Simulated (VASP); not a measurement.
# Hf3Br (Im-3m) in VASP: notebook

The runs below take Hf3Br through single point, relaxation of cell and atoms, with PBE.

Program: VASP 6.6.1. These are calculated values, not measurements. Logs are shortened: lines on timing, memory, paths and dates and some standing lists are left out, and cuts for length are marked.

## 1. The cell of the first run

Symmetry: Im-3m, No. 229, cubic system. Conventional cell: a = 5.735 Å, b = 5.735 Å, c = 5.735 Å, α = 90.00°, β = 90.00°, γ = 90.00°. Within 3.8 Å of Hf (site symmetry 4/mmm) lie 4 Hf at 2.87 Å and 2 Br at 2.87 Å. Br (site symmetry m-3m) has 6 Hf at 2.87 Å within 3.8 Å.

## 2. Single point, PBE

The input, INCAR:

```
PREC = Accurate
ENCUT = 520
EDIFF = 1E-6
ISMEAR = 0
SIGMA = 0.1
LREAL = F
LASPH = T
NELM = 80
ALGO = Normal
ISIF = 2
LWAVE = F
LCHARG = F
GGA = PE
NBANDS = 26
```

The input, KPOINTS:

```
Automatic mesh
0
Gamma
  4 4 4
```

The input, POSCAR:

```
Hf3Br
1.0
   -2.8672723651      2.8672723651      2.8672723651
    2.8672723651     -2.8672723651      2.8672723651
    2.8672723651      2.8672723651     -2.8672723651
Hf Br
3 1
Direct
    0.0000000000      0.5000000000      0.5000000000
    0.5000000000      0.0000000000      0.5000000000
    0.5000000000      0.5000000000      0.0000000000
    0.0000000000      0.0000000000      0.0000000000
```

Potentials or basis: VASP PAW PBE potentials, release 64 (Hf_pv, Br).

Command:

```sh
$ cat potpaw_PBE.64/Hf_pv/POTCAR potpaw_PBE.64/Br/POTCAR > POTCAR
$ mpirun -np 1 vasp_std > vasp.out
```

OUTCAR:

```text
PREC = Accurate
   ENCUT = 520
   EDIFF = 1E-6
   ISMEAR = 0
   LREAL = F
   LASPH = T
   NELM = 80
   ISIF = 2
   GGA = PE

 ion  position               nearest neighbor table
   1  0.000  0.500  0.500-   2 2.87   3 2.87   4 2.87   4 2.87   3 2.87   2 2.87
   2  0.500  0.000  0.500-   1 2.87   3 2.87   4 2.87   3 2.87   4 2.87   1 2.87
   3  0.500  0.500  0.000-   1 2.87   2 2.87   4 2.87   2 2.87   1 2.87   4 2.87
   4  0.000  0.000  0.000-   1 2.87   2 2.87   3 2.87   1 2.87   2 2.87   3 2.87

  LATTYP: Found a body centered cubic cell.
 ALAT       =     5.7345447302

  Lattice vectors:

 A1 = (  -2.8672723651,   2.8672723651,   2.8672723651)
 A2 = (   2.8672723651,  -2.8672723651,   2.8672723651)
 A3 = (   2.8672723651,   2.8672723651,  -2.8672723651)

Analysis of symmetry for initial positions (statically):
=====================================================================
 Subroutine PRICEL returns:
 Original cell was already a primitive cell.

 Routine SETGRP: Setting up the symmetry group for a
 body centered cubic supercell.

 Subroutine GETGRP returns: Found 48 space group operations
 (whereof 48 operations were pure point group operations)
 out of a pool of 48 trial point group operations.

The static configuration has the point symmetry O_h .

Analysis of symmetry for dynamics (positions and initial velocities):
=====================================================================
 Subroutine PRICEL returns:
 Original cell was already a primitive cell.

 Routine SETGRP: Setting up the symmetry group for a
 body centered cubic supercell.

 Subroutine GETGRP returns: Found 48 space group operations
 (whereof 48 operations were pure point group operations)
 out of a pool of 48 trial point group operations.

The dynamic configuration has the point symmetry O_h .

 Subroutine INISYM returns: Found 48 space group operations
 (whereof 48 operations are pure point group operations),
 and found     1 'primitive' translations

----------------------------------------------------------------------------------------

                                     Primitive cell

  volume of cell :      94.2903

  direct lattice vectors                    reciprocal lattice vectors
    -2.867272365  2.867272365  2.867272365     0.000000000  0.174381760  0.174381760
[... 72 lines left out ...]
   NELM   =     80;   NELMIN=  2; NELMDL= -5     # of ELM steps
   EDIFF  = 0.1E-05   stopping-criterion for ELM
   LREAL  =      F    real-space projection
   EDIFFG = 0.1E-04   stopping-criterion for IOM
   NSW    =      0    number of steps for IOM
   IBRION =     -1    ionic relax: 0-MD 1-quasi-New 2-CG
   NFREE  =      0    steps in history (QN), initial steepest desc. (CG)
   ISIF   =      2    stress and relaxation
   ISYM   =      2    0-nonsym 1-usesym 2-fastsym
   POTIM  = 0.5000    time-step for ionic-motion
   TEBEG  =    0.0;   TEEND  =   0.0 temperature during run
   PSTRESS=    0.0 pullay stress
   NELECT =      37.0000    total number of electrons
   NUPDOWN=      -1.0000    fix difference up-down
   EMIN   =  10.00;   EMAX   =-10.00  energy-range for DOS
   EFERMI =   0.00;   METHOD = LEGACY
   ISMEAR =     0;   SIGMA  =   0.10  broadening in eV -4-tet -1-fermi 0-gaus
   EFERMI_NEDOS =   21; number of points for ismear=-14 and -15
   IALGO  =     38    algorithm
   IMIX   =      4    mixing-type and parameters
     AMIX     =   0.40;   BMIX     =  1.00
     AMIX_MAG =   1.60;   BMIX_MAG =  1.00
  volume/ion in A,a.u.               =      23.57       159.08
  Fermi-wavevector in a.u.,A,eV,Ry     =   1.198542  2.264915 19.544797  1.436502
  Thomas-Fermi vector in A             =   2.334428
   LORBIT       =      0    0 simple, 1 ext, 2 COOP (PROOUT), +10 PAW based schemes
   GGA     = PE    functional components
   LHFCALC =     F    Hartree Fock is set to
   AEXX    =    0.0000 exact exchange contribution
   IVDW    =     0    specifies the selected vdW correction
   LEPSILON=     F    determine dielectric tensor
   LRPA    =     F    only Hartree local field effects (RPA)
 non-spin polarized calculation
 Gauss-broadening in eV      SIGMA  =   0.10
  energy-cutoff  :      520.00
  volume of cell :       94.29
 maximum number of plane-waves:      2556
 NGX is ok and might be reduce to    40
   NGX = 19   NGY = 19   NGZ = 19

 number of electron      37.0000003 magnetization

 Free energy of the ion-electron system (eV)
  ---------------------------------------------------
  ext. energy  EPLUGINS =         0.00000000
  ---------------------------------------------------
  free energy    TOTEN  =       -28.75558570 eV

  energy without entropy =      -28.72526419  energy(sigma->0) =      -28.74042494

 E-fermi :   4.9779     XC(G=0): -10.6720

 val. band max:        4.9603764317   @ k =   0.5000   0.0000   0.0000
 cond. band min:       4.9993715908   @ k =   0.2500   0.2500   0.0000
 fundamental gap:      0.0389951591
 Fermi energy:         4.9778611010

 k-point     1 :       0.0000    0.0000    0.0000
  band No.  band energies     occupation
      1     -26.2261      2.00000
      2     -26.2261      2.00000
      3     -26.2261      2.00000
      4     -26.0924      2.00000
      5     -26.0924      2.00000
      6     -26.0924      2.00000
[... 221 lines left out ...]
     25       7.5081      0.00000
     26       7.6600      0.00000

------------------------ aborting loop because EDIFF is reached ----------------------------------------

  FORCE on cell =-STRESS in cart. coord.  units (eV):
  Direction    XX          YY          ZZ          XY          YZ          ZX
  --------------------------------------------------------------------------------------
  -------------------------------------------------------------------------------------
  Total       -0.3134246     -0.3134246     -0.3134246      0.0000000     -0.0000000      0.0000000
  in kB       -5.3257024     -5.3257024     -5.3257024      0.0000000     -0.0000000      0.0000000
  external PRESSURE =      -5.3257024 kB  Pullay stress =       0.0000000 kB

 VOLUME and BASIS-vectors are now :
 -----------------------------------------------------------------------------
  energy-cutoff  :      520.00
  volume of cell :       94.29
      direct lattice vectors                 reciprocal lattice vectors
    -2.867272365  2.867272365  2.867272365     0.000000000  0.174381760  0.174381760
     2.867272365 -2.867272365  2.867272365     0.174381760  0.000000000  0.174381760
     2.867272365  2.867272365 -2.867272365     0.174381760  0.174381760  0.000000000

 POSITION                                       TOTAL-FORCE (eV/Angst)
 -----------------------------------------------------------------------------------
      2.86727      0.00000      0.00000         0.000000     -0.000000     -0.000000
      0.00000      2.86727      0.00000        -0.000000      0.000000      0.000000
      0.00000      0.00000      2.86727         0.000000     -0.000000     -0.000000
      0.00000      0.00000      0.00000         0.000000      0.000000      0.000000
 -----------------------------------------------------------------------------------
    total drift:                               -0.000000     -0.000000      0.000000

  FREE ENERGIE OF THE ION-ELECTRON SYSTEM (eV)
  ---------------------------------------------------
  free  energy   TOTEN  =       -28.7555857015 eV

  energy  without entropy=      -28.7252641872  energy(sigma->0) =      -28.74042494
```

OSZICAR:

```text
N       E                     dE             d eps       ncg     rms          rms(c)
DAV:   1     0.155610115956E+03    0.15561E+03   -0.19262E+04   416   0.130E+03
DAV:   2    -0.203030171037E+02   -0.17591E+03   -0.17079E+03   502   0.325E+02
DAV:   3    -0.295167125597E+02   -0.92137E+01   -0.89916E+01   544   0.476E+01
DAV:   4    -0.297098663025E+02   -0.19315E+00   -0.19171E+00   520   0.749E+00
DAV:   5    -0.297142732621E+02   -0.44070E-02   -0.44019E-02   556   0.935E-01    0.512E+01
DAV:   6    -0.290281115743E+02    0.68616E+00   -0.51197E-01   484   0.397E+00    0.301E+01
DAV:   7    -0.287593138380E+02    0.26880E+00   -0.92692E-01   510   0.515E+00    0.190E+00
DAV:   8    -0.287555803858E+02    0.37335E-02   -0.68442E-02   482   0.135E+00    0.328E-01
DAV:   9    -0.287556034141E+02   -0.23028E-04   -0.17144E-03   580   0.194E-01    0.195E-01
DAV:  10    -0.287555795058E+02    0.23908E-04   -0.76541E-05   530   0.547E-02    0.817E-02
DAV:  11    -0.287555871836E+02   -0.76778E-05   -0.16066E-05   510   0.246E-02    0.460E-02
DAV:  12    -0.287555859087E+02    0.12750E-05   -0.12770E-06   398   0.459E-03    0.189E-02
DAV:  13    -0.287555857015E+02    0.20719E-06   -0.19135E-07   288   0.272E-03
   1 F= -.28755586E+02 E0= -.28740425E+02  d E =-.303215E-01
```

stdout:

```text
POSCAR found type information on POSCAR HfBr
 POSCAR found :  2 types and       4 ions
 scaLAPACK will be used
 LDA part: xc-table for (Slater+PW92), standard interpolation
 POSCAR, INCAR and KPOINTS ok, starting setup
 FFT: planning ... GRIDC
 FFT: planning ... GRID_SOFT
 FFT: planning ... GRID
 WAVECAR not read
 entering main loop
```

Wall time 45 s (1 thread of Oxide Virtual Turin-like, shared host); peak memory 0.2 GiB.

What came out:

- Free energy: -28.7556 eV
- Pressure: -0.5 GPa

Levels at points of the mesh, in eV from the Fermi level:
```tsv
k point	band 16	band 17	band 18	band 19	band 20	band 21
(0.00, 0.00, 0.00)	-2.77	-2.77	-1.52	-1.52	1.26	1.26
(0.50, 0.00, 0.00)	-0.96	-0.43	-0.02	0.09	0.19	0.78
(0.50, 0.50, 0.50)	-1.14	-1.14	-1.14	-0.90	1.17	1.17
```

Caveat: the k points lie up to 0.39 Å⁻¹ apart; spin-orbit coupling is left out, which moves the levels of the heavy elements; an odd number of electrons without spin polarisation forces a metal; a magnetic or distorted state may lie lower.

(Part 1 of 2 ends here.)
